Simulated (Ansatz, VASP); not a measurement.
# CdSe in VASP and in Ansatz

The input POSCAR:

```
CdSe
1.0
    4.3000000000      0.0000000000      0.0000000000
   -2.1500000000      3.7239090000      0.0000000000
    0.0000000000      0.0000000000      7.0200000000
Cd Se
2 2
Direct
    0.3333333333      0.6666666667      0.0000000000
    0.6666666667      0.3333333333      0.5000000000
    0.3333333333      0.6666666667      0.3850000000
    0.6666666667      0.3333333333      0.8850000000
```

The input INCAR.step1:

```
SYSTEM = CdSe
  PREC = Accurate
  ENCUT = 550
  ISMEAR = -1
  SIGMA = 0.02
  LREAL = .FALSE.
  LASPH = .TRUE.
  NELM = 120
  NBANDS = 26
  GGA = PE
  ALGO = Normal
  EDIFF = 1E-5
  LWAVE = .TRUE.
  LCHARG = .FALSE.
  GGA_COMPAT = .FALSE.
```

Contents of INCAR.step2:

```
SYSTEM = CdSe
  PREC = Accurate
  ENCUT = 550
  EDIFF = 1E-6
  ISMEAR = -1
  SIGMA = 0.02
  LREAL = .FALSE.
  LASPH = .TRUE.
  NELM = 120
  ALGO = Normal
  ISIF = 2
  LWAVE = .FALSE.
  LCHARG = .FALSE.
  METAGGA = R2SCAN
  LMIXTAU = .TRUE.
  NBANDS = 26
  ISTART = 1
  GGA_COMPAT = .FALSE.
```

KPOINTS

```
Automatic mesh
0
G
  5 5 3
  0 0 0
```

Input for Ansatz:

```yaml
crystal:
  lattice:
    - [4.3, 0.0, 0.0]
    - [-2.15, 3.723909, 0.0]
    - [0.0, 0.0, 7.02]
  atoms:
    - { symbol: Cd, position: [0.3333333333333333, 0.6666666666666666, 0.0] }
    - { symbol: Cd, position: [0.6666666666666666, 0.3333333333333333, 0.5] }
    - { symbol: Se, position: [0.3333333333333333, 0.6666666666666666, 0.385] }
    - { symbol: Se, position: [0.6666666666666666, 0.3333333333333333, 0.885] }
basis:
  ecutwfc: 550.0
  xc_grid: 2
kpoints:
  mp_grid:
    grid: [5, 5, 3]
hamiltonian:
  xc: r2scan
scf:
  occupations:
    method: fermi_dirac
    width: 0.02
output:
  stress: true
```

Alike in both runs: task single point; functional r2SCAN; k mesh 5 × 5 × 3; occupations fermi-dirac, width 0.02 eV; no spin polarisation.

|  | VASP | Ansatz |
| --- | --- | --- |
| version | VASP 6.6.1 | Ansatz 0.2.0 |
| potentials or method | VASP PAW PBE potentials, release 64 (Cd, Se), cutoff 550 eV | plane waves, PAW |
| valence electrons in the cell | 36 | 72 |

Ansatz gave:

* pressure (GPa): 1.6
* traceless stress, the component that is largest in VASP (GPa): -1.40

Problem. Which values does VASP return?

Solution. Pressure (GPa): 1.9; traceless stress, the component that is largest in VASP (GPa): -1.44.

VASP's potentials were made for PBE, not for r2SCAN. VASP's potentials hold 36 valence electrons a cell and Ansatz's 72, so a difference there can come from the potentials and not from the codes.
